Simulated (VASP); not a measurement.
A run of VASP 6.6.1:

POSCAR

```
Si3Ge
1.0
    1.9257390000      1.1118260000      6.2857600000
   -1.9257390000      1.1118260000      6.2857600000
    0.0000000000     -2.2236520000      6.2857600000
Si Ge
3 1
Direct
    0.9724005195      0.0453169427     -0.0038527903
    0.4947087322      0.4916190092      0.4999868808
    0.3444740183      0.4021734262      0.3777084011
    0.8978736668      0.8378442443      0.9005236890
```

INCAR.step1

```
ALGO = Normal
EDIFF = 1E-4
ENCUT = 520
GGA = PE
ISMEAR = -1
LASPH = True
LCHARG = False
LREAL = False
LWAVE = True
NBANDS = 21
NELM = 100
PREC = Accurate
SIGMA = 0.069
```

File INCAR.step2:

```
ALGO = Normal
EDIFF = 1E-7
ENCUT = 520
ISIF = 2
ISMEAR = -1
ISTART = 1
LASPH = True
LCHARG = False
LMIXTAU = True
LREAL = False
LWAVE = False
METAGGA = R2SCAN
NBANDS = 21
NELM = 100
PREC = Accurate
SIGMA = 0.069
```

The input KPOINTS:

```
k-points
0
Gamma
  4 4 4
```

Potentials or basis: VASP PAW PBE potentials, release 64 (Si, Ge_d).

The run is started by

```bash
$ cat potpaw_PBE.64/Si/POTCAR potpaw_PBE.64/Ge_d/POTCAR > POTCAR
$ cp INCAR.step1 INCAR
$ mpirun -np 1 vasp_std > vasp.out
$ cp INCAR.step2 INCAR
$ mpirun -np 1 vasp_std > vasp.out
```

Hardware: 1 thread of Intel(R) Xeon(R) 6975P-C (Granite Rapids), on a shared host.

Problem. How long does it take, and how much memory?

Solution. Run time: 6.8 min on 1 thread of Intel(R) Xeon(R) 6975P-C (Granite Rapids), with other jobs on the host, peak memory 0.38 GiB. Counts: k points 36.
